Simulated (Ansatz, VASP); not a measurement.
**Pb in VASP and in Ansatz**

```
Pb
1.0
    -2.02479    2.02479    2.02479
     2.02479   -2.02479    2.02479
     2.02479    2.02479   -2.02479
Pb
1
Direct
  0.00000 0.00000 0.00000
```

Alike in both runs: functional RPBE; k mesh 11 × 11 × 11; occupations fermi-dirac, width 0.1 eV; no spin polarisation.

Ansatz relaxed the structure, and its values are those at the end. VASP's run is a single point on that final structure, the one shown.

|  | VASP | Ansatz |
| --- | --- | --- |
| version | VASP 6.6.1 | Ansatz 0.2.0 |
| potentials or method | VASP PAW PBE potentials, release 64 (Pb_d), cutoff 500 eV | plane waves (420 eV) with PAW, scalar-relativistic |
| valence electrons in the cell | 14 | 14 |

```tsv
	VASP	Ansatz	Ansatz less VASP
pressure (GPa)	0.0	0.0	+0.03
```

VASP's potentials were made for PBE, not for RPBE.

Neither program's run includes spin-orbit coupling.
